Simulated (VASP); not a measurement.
# SiC3: single point with LDA

SiC3:

```
C Si
1.0
     1.37795   -2.38669    0.00000
     0.00000    0.00000   -4.73561
     4.27551    2.46847    0.00000
C Si
6 2
Direct
  0.50000 0.91527 0.12192
  0.00000 0.92670 0.70262
  0.50000 0.44630 0.84136
  0.50000 0.58473 0.12192
  0.00000 0.57330 0.70262
  0.50000 0.05370 0.84136
  0.00000 0.47400 0.33410
  0.00000 0.02600 0.33410
```

```json
{"Program": "VASP 6.6.1", "Task": "single point", "Functional": "LDA", "Potentials or basis": "VASP PAW LDA potentials, release 64 (C, Si)", "Cutoff": "520 eV", "k mesh": "12 × 8 × 8", "Occupations": "gaussian, width 0.01 eV", "Spin": "no spin polarisation"}
```

The pressure is 0.7 GPa and the largest force is 0.037 eV/Å. The band gap on the k mesh is zero (bands 16 and 17 overlap by 0.26 eV).

Forces in eV/Å, atoms in the order of the input:
```
C    0.009  0.005  0.002
C   -0.013 -0.007 -0.004
C   -0.018 -0.010  0.031
C    0.009  0.005 -0.002
C   -0.013 -0.007  0.004
C   -0.018 -0.010 -0.031
Si   0.022  0.012  0.019
Si   0.022  0.012 -0.019
```

Stress tensor (GPa, compression positive):
```
0.75 0.12 0.00
0.12 0.61 0.00
0.00 0.00 0.73
```

Levels at points of the mesh, in eV from the Fermi level:
| k point | band 13 | band 14 | band 15 | band 16 | band 17 | band 18 | band 19 | band 20 |
| --- | --- | --- | --- | --- | --- | --- | --- | --- |
| (0.00, 0.00, 0.00) | -3.16 | -2.02 | -1.59 | 0.13 | 1.25 | 1.80 | 1.86 | 3.27 |
| (0.50, 0.00, 0.00) | -5.79 | -5.74 | -5.12 | -3.93 | 0.61 | 1.92 | 3.29 | 3.62 |
| (0.00, 0.50, 0.00) | -3.64 | -2.91 | -2.10 | -0.36 | 1.33 | 1.52 | 2.03 | 3.18 |
| (0.50, 0.50, 0.00) | -6.20 | -5.96 | -5.59 | -1.67 | 1.37 | 1.73 | 3.35 | 3.87 |
| (0.00, 0.00, 0.50) | -3.70 | -3.41 | -3.10 | -0.24 | 1.52 | 2.01 | 2.62 | 3.77 |
| (0.50, 0.00, 0.50) | -5.82 | -4.69 | -4.60 | -2.69 | -0.13 | 0.35 | 2.42 | 3.36 |
| (0.00, 0.50, 0.50) | -5.36 | -3.59 | -3.43 | -0.86 | 2.30 | 2.60 | 3.18 | 3.22 |
| (0.50, 0.50, 0.50) | -5.47 | -4.99 | -3.61 | -2.30 | 0.15 | 0.78 | 1.08 | 1.79 |

Run time: 2.9 min on 1 thread of AMD EPYC 9R45 96-Core Processor (Zen 5), on a shared host, peak memory 0.27 GiB.

Caveat: semilocal functionals underestimate gaps, so a narrow gap can read as zero.
